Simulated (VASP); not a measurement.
# ScSb2P3 (P4/mmm) in VASP: further runs, part 2 of 2

VASP 6.6.1.

## Step 4: Single point, PBE

This run uses another cell than the first one, of 22.48 Å³/atom.

The input, INCAR:

```
PREC = Accurate
ENCUT = 520
EDIFF = 1E-6
ISMEAR = 0
SIGMA = 0.1
LREAL = F
LASPH = T
NELM = 60
ALGO = Fast
ISIF = 2
LWAVE = F
LCHARG = F
GGA = PE
NBANDS = 27
```

The input, KPOINTS:

```
Automatic mesh
0
Gamma
  10 10 4
```

The input, POSCAR:

```
ScSb2P3
1.0
    3.5063784373      0.0000000000      0.0000000000
    0.0000000000      3.5063784373      0.0000000000
    0.0000000000      0.0000000000     10.9707894865
Sc Sb P
1 2 3
Direct
    0.0000000000      0.0000000000      0.0000000000
    0.5000000000      0.5000000000      0.2493335346
    0.5000000000      0.5000000000      0.7506664654
    0.0000000000      0.5000000000      0.5000000000
    0.5000000000      0.0000000000      0.5000000000
    0.5000000000      0.5000000000      0.0000000000
```

Started as:

```bash
$ cat potpaw_PBE.64/Sc_sv/POTCAR potpaw_PBE.64/Sb/POTCAR potpaw_PBE.64/P/POTCAR > POTCAR
$ mpirun -np 1 vasp_std > vasp.out
```

Run time: 8.1 min. Hardware: 1 thread of Oxide Virtual Turin-like, shared host; peak memory 0.35 GiB.

It converged, with:

- Free energy: -31.0022 eV
- Pressure: 0.0 GPa
- Largest force: 0.009 eV/Å
- Band gap on the k mesh: zero (bands 18 and 19 overlap by 2.44 eV)

Forces on the atoms (eV/Å):
```
Sc   0.000  0.000  0.000
Sb   0.000  0.000  0.009
Sb   0.000  0.000 -0.009
P    0.000  0.000  0.000
P    0.000  0.000  0.000
P    0.000  0.000  0.000
```

Stress tensor (GPa, compression positive):
```
 0.02  0.00  0.00
 0.00  0.02  0.00
 0.00  0.00 -0.11
```

Levels at points of the mesh, in eV from the Fermi level:
```csv
k point,band 14,band 15,band 16,band 17,band 18,band 19,band 20,band 21,band 22,band 23
"(0.00, 0.00, 0.00)",-1.46,-0.96,-0.64,-0.64,0.99,0.99,1.32,1.84,2.48,2.67
"(0.50, 0.00, 0.00)",-2.82,-1.28,-1.12,-0.86,-0.84,0.16,1.02,1.08,1.94,2.23
"(0.50, 0.50, 0.00)",-3.47,-3.47,-2.96,-1.37,-1.37,-0.76,-0.76,1.08,1.34,1.69
"(0.00, 0.00, 0.50)",-0.96,-0.66,-0.66,0.54,1.11,1.11,1.32,1.84,2.01,2.28
"(0.50, 0.00, 0.50)",-2.82,-2.69,-1.12,-1.01,-0.86,0.75,1.03,2.23,2.38,2.43
"(0.50, 0.50, 0.50)",-2.70,-2.70,-2.55,-2.55,-2.10,-0.16,0.52,0.52,0.93,0.93
```

Caveat: spin-orbit coupling is left out, which moves the levels of the heavy elements.

## Step 5: Relaxation of cell and atoms, PBE

The input, INCAR:

```
PREC = Accurate
ENCUT = 600
EDIFF = 1E-6
ISMEAR = 0
SIGMA = 0.1
LREAL = F
LASPH = T
NELM = 60
ALGO = Fast
ISIF = 3
LWAVE = F
LCHARG = F
GGA = PE
IBRION = 2
NSW = 90
EDIFFG = -0.04
```

The input, KPOINTS:

```
Automatic mesh
0
Gamma
  6 6 2
```

The input, POSCAR:

```
ScSb2P3
1.0
    3.5343516084      0.0000000000      0.0000000000
    0.0000000000      3.5343516084      0.0000000000
    0.0000000000      0.0000000000     10.6338022663
Sc Sb P
1 2 3
Direct
    0.0000000000      0.0000000000      0.0000000000
    0.5000000000      0.5000000000      0.2500172053
    0.5000000000      0.5000000000      0.7499827947
    0.0000000000      0.5000000000      0.5000000000
    0.5000000000      0.0000000000      0.5000000000
    0.5000000000      0.5000000000      0.0000000000
```

Potentials or basis: VASP PAW PBE potentials, release 64 (Sc_sv, Sb, P).

Started as:

```bash
$ cat potpaw_PBE.64/Sc_sv/POTCAR potpaw_PBE.64/Sb/POTCAR potpaw_PBE.64/P/POTCAR > POTCAR
$ mpirun -np 1 vasp_std > vasp.out
```

OUTCAR:

```text
PREC = Accurate
   ENCUT = 600
   EDIFF = 1E-6
   ISMEAR = 0
   LREAL = F
   LASPH = T
   NELM = 60
   ISIF = 3
   GGA = PE
   IBRION = 2
   NSW = 90
   EDIFFG = -0.04

 ion  position               nearest neighbor table
   1  0.000  0.000  0.000-   6 2.50   6 2.50   6 2.50   6 2.50
   2  0.500  0.500  0.250-   6 2.66   5 3.19   4 3.19   5 3.19   4 3.19
   3  0.500  0.500  0.750-   6 2.66   5 3.19   4 3.19   5 3.19   4 3.19
   4  0.000  0.500  0.500-   5 2.50   5 2.50   5 2.50   5 2.50   2 3.19   3 3.19   2 3.19   3 3.19

   5  0.500  0.000  0.500-   4 2.50   4 2.50   4 2.50   4 2.50   3 3.19   3 3.19   2 3.19   2 3.19

   6  0.500  0.500  0.000-   1 2.50   1 2.50   1 2.50   1 2.50   3 2.66   2 2.66

  LATTYP: Found a simple tetragonal cell.
 ALAT       =     3.5343516084
 C/A-ratio  =     3.0086995988

  Lattice vectors:

 A1 = (   3.5343516084,   0.0000000000,   0.0000000000)
[... 267 lines left out ...]
 cond. band min:       6.6163847901   @ k =   0.1667   0.1667   0.5000
 fundamental gap:      0.1083944199
 Fermi energy:         6.5188935392

 k-point     1 :       0.0000    0.0000    0.0000
  band No.  band energies     occupation
      1     -43.1205      2.00000
      2     -21.8956      2.00000
      3     -21.6974      2.00000
      4     -21.6974      2.00000
      5      -7.4228      2.00000
      6      -5.4921      2.00000
[... 608 lines left out ...]
--------------------------------------- Ionic step        6  -------------------------------------------

 number of electron      36.0000000 magnetization

 Free energy of the ion-electron system (eV)
  ---------------------------------------------------
  ext. energy  EPLUGINS =         0.00000000
  ---------------------------------------------------
  free energy    TOTEN  =       -31.03095689 eV

  energy without entropy =      -31.01799805  energy(sigma->0) =      -31.02447747

 E-fermi :   6.6773     XC(G=0): -10.0216

 val. band max:        6.6589639747   @ k =   0.5000   0.0000   0.0000
 cond. band min:       6.6899994144   @ k =   0.1667   0.1667   0.5000
 fundamental gap:      0.0310354397
 Fermi energy:         6.6772583245

 k-point     1 :       0.0000    0.0000    0.0000
  band No.  band energies     occupation
      1     -42.9138      2.00000
      2     -21.6974      2.00000
      3     -21.4834      2.00000
      4     -21.4834      2.00000
      5      -7.5289      2.00000
      6      -5.1454      2.00000
[... 522 lines left out ...]
  FREE ENERGIE OF THE ION-ELECTRON SYSTEM (eV)
  ---------------------------------------------------
  free  energy   TOTEN  =       -31.0309568913 eV

  energy  without entropy=      -31.0179980491  energy(sigma->0) =      -31.02447747

 reached required accuracy - stopping structural energy minimisation
```

It took 9.7 min on 1 thread of Oxide Virtual Turin-like, shared host; peak memory 0.28 GiB.

Results:

```
Free energy                           : -31.0310 eV
Relaxed volume                        : 22.39 Å³/atom
Relaxed cell                          : a = 3.554 Å, b = 3.554 Å, c = 10.640 Å, α = 90.00°, β = 90.00°, γ = 90.00°
Space group after relaxing (to 0.1 Å) : P4/mmm (No. 123)
Energy gained by relaxing             : 12.1 meV/atom
Ionic steps                           : 6
Pressure after relaxing               : -0.1 GPa
Largest force after relaxing          : 0.028 eV/Å
Band gap on the k mesh                : zero (bands 18 and 19 overlap by 2.51 eV)
```

Forces in eV/Å, atoms in the order of the input:
```
Sc   0.000  0.000  0.000
Sb   0.000  0.000  0.028
Sb   0.000  0.000 -0.028
P    0.000  0.000  0.000
P    0.000  0.000  0.000
P    0.000  0.000  0.000
```

Stress tensor (GPa, compression positive):
```
-0.12  0.00  0.00
 0.00 -0.12  0.00
 0.00  0.00  0.00
```

Step by step:
| step | energy change (eV) | largest force (eV/Å) | pressure (GPa) | volume (Å³) |
| --- | --- | --- | --- | --- |
| 1 | 0.0000 | 0.5623 | 0.68 | 132.83 |
| 2 | -0.0289 | 0.3912 | -0.27 | 134.65 |
| 3 | -0.0349 | 0.2741 | -1.01 | 136.21 |
| 4 | -0.0566 | 0.1761 | -0.47 | 135.06 |
| 5 | -0.0690 | 0.0292 | 0.39 | 133.52 |
| 6 | -0.0729 | 0.0280 | -0.08 | 134.35 |

Final structure:
```cif
data_structure
_symmetry_space_group_name_H-M 'P 1'
_symmetry_Int_Tables_number 1
_cell_length_a 3.5535
_cell_length_b 3.5535
_cell_length_c 10.6399
_cell_angle_alpha 90.000
_cell_angle_beta 90.000
_cell_angle_gamma 90.000
_cell_volume 134.35
loop_
_atom_site_label
_atom_site_type_symbol
_atom_site_fract_x
_atom_site_fract_y
_atom_site_fract_z
_atom_site_occupancy
Sc1 Sc 0.00000 0.00000 0.00000 1
Sb1 Sb 0.50000 0.50000 0.26247 1
Sb2 Sb 0.50000 0.50000 0.73753 1
P1 P 0.00000 0.50000 0.50000 1
P2 P 0.50000 0.00000 0.50000 1
P3 P 0.50000 0.50000 0.00000 1
```

Caveat: spin-orbit coupling is left out, which moves the levels of the heavy elements.

## Step 6: Relaxation of cell and atoms, PBE

This run uses another cell than the first one, of 22.31 Å³/atom.

The input, INCAR:

```
SYSTEM = ScSb2P3
PREC = Accurate
ENCUT = 600
EDIFF = 1E-6
ISMEAR = 0
SIGMA = 0.1
LREAL = .FALSE.
LASPH = .TRUE.
NELM = 60
ALGO = Fast
ISIF = 3
LWAVE = .FALSE.
LCHARG = .FALSE.
GGA = PE
IBRION = 2
NSW = 100
EDIFFG = -0.01
```

The input, KPOINTS:

```
Automatic mesh
0
G
  10 10 4
  0 0 0
```

The input, POSCAR:

```
ScSb2P3
1.0
    3.5484184817      0.0000000000      0.0000000000
    0.0000000000      3.5484184817      0.0000000000
    0.0000000000      0.0000000000     10.6305282316
Sc Sb P
1 2 3
Direct
    0.0000000000      0.0000000000      0.0000000000
    0.5000000000      0.5000000000      0.2616178649
    0.5000000000      0.5000000000      0.7383821351
    0.0000000000      0.5000000000      0.5000000000
    0.5000000000      0.0000000000      0.5000000000
    0.5000000000      0.5000000000      0.0000000000
```

Potentials or basis: VASP PAW PBE potentials, release 64 (Sc_sv, Sb, P).

Started as:

```bash
$ cat potpaw_PBE.64/Sc_sv/POTCAR potpaw_PBE.64/Sb/POTCAR potpaw_PBE.64/P/POTCAR > POTCAR
$ mpirun -np 1 vasp_std > vasp.out
```

Wall time 32 min (1 thread of Oxide Virtual Turin-like, shared host); peak memory 0.41 GiB.

The run converged. Its results:

```yaml
Free_energy: -31.0029 eV
Relaxed_volume: 22.46 Å³/atom
Relaxed_cell: a = 3.507 Å, b = 3.507 Å, c = 10.958 Å, α = 90.00°, β = 90.00°, γ = 90.00°
Space_group_after_relaxing_to_0.1_Å: P4/mmm (No. 123)
Energy_gained_by_relaxing: 7.2 meV/atom
Ionic_steps: 8
Pressure_after_relaxing: 0.0 GPa
Largest_force_after_relaxing: 0.004 eV/Å
Band_gap_on_the_k_mesh: zero (bands 18 and 19 overlap by 2.44 eV)
```

Forces in eV/Å, atoms in the order of the input:
```
Sc   0.000  0.000  0.000
Sb   0.000  0.000  0.004
Sb   0.000  0.000 -0.004
P    0.000  0.000  0.000
P    0.000  0.000  0.000
P    0.000  0.000  0.000
```

The path:
```
step  energy change (eV)  largest force (eV/Å)  pressure (GPa)  volume (Å³)
   1              0.0000                0.2006            0.02       133.85
   2             -0.0055                0.1935            0.00       133.90
   3             -0.0187                0.1943            0.05       134.02
   4             -0.0348                0.1385            0.40       134.20
   5             -0.0386                0.0923            0.10       134.83
   6             -0.0400                0.0437           -0.21       135.50
   7             -0.0422                0.0222           -0.11       135.16
   8             -0.0431                0.0041            0.03       134.77
```

Final structure:
```
CELL_PARAMETERS angstrom
3.50690 0.00000 0.00000
0.00000 3.50690 0.00000
0.00000 0.00000 10.95807
ATOMIC_POSITIONS crystal
Sc 0.00000 0.00000 0.00000
Sb 0.50000 0.50000 0.24955
Sb 0.50000 0.50000 0.75045
P 0.00000 0.50000 0.50000
P 0.50000 0.00000 0.50000
P 0.50000 0.50000 0.00000
```

Levels at points of the mesh, in eV from the Fermi level:
```csv
k point,band 16,band 17,band 18,band 19,band 20,band 21
"(0.00, 0.00, 0.00)",-0.64,-0.64,0.99,0.99,1.32,1.82
"(0.50, 0.00, 0.00)",-1.13,-0.86,-0.83,0.16,1.01,1.07
"(0.50, 0.50, 0.00)",-2.97,-1.37,-1.37,-0.76,-0.76,1.08
"(0.00, 0.00, 0.50)",-0.66,0.55,1.11,1.11,1.32,1.83
"(0.50, 0.00, 0.50)",-1.13,-1.01,-0.86,0.74,1.03,2.23
"(0.50, 0.50, 0.50)",-2.56,-2.56,-2.10,-0.17,0.53,0.53
```

Caveat: spin-orbit coupling is left out, which moves the levels of the heavy elements.

## Step 7: Summary

```tsv
task	cell	k mesh	cutoff (eV)	gap on the mesh (eV)	pressure (GPa)	relaxed volume (Å³/atom)	largest force (eV/Å)
single point	a = 3.534, b = 3.534, c = 10.634 Å, 6 atoms, atomic positions A	4 × 4 × 2	520	none	0.2	-	0.05
single point	a = 3.548, b = 3.548, c = 10.631 Å, 6 atoms, atomic positions B	6 × 6 × 2	520	none	0.1	-	0.05
single point	a = 3.506, b = 3.506, c = 10.971 Å, 6 atoms, atomic positions C	10 × 10 × 4	520	none	0.0	-	0.01
relaxation of cell and atoms	relaxed from a = 3.534, b = 3.534, c = 10.634 Å, 6 atoms, atomic positions A	6 × 6 × 2	600	none	-0.1	22.39	0.03
relaxation of cell and atoms	relaxed from a = 3.548, b = 3.548, c = 10.631 Å, 6 atoms, atomic positions B	10 × 10 × 4	600	none	0.0	22.46	-
```

Alike in all rows: level PBE; potentials or basis VASP PAW PBE potentials, release 64 (Sc_sv, Sb, P); no spin polarisation; smearing gaussian 0.1 eV.

Caveats: some runs use coarse meshes; spin-orbit coupling is left out, which moves the levels of the heavy elements.

Total energies depend on the potentials used, so only differences within one code and one set of settings carry meaning.

The gap in the log of VASP goes by the Fermi energy; the results here count the filled bands.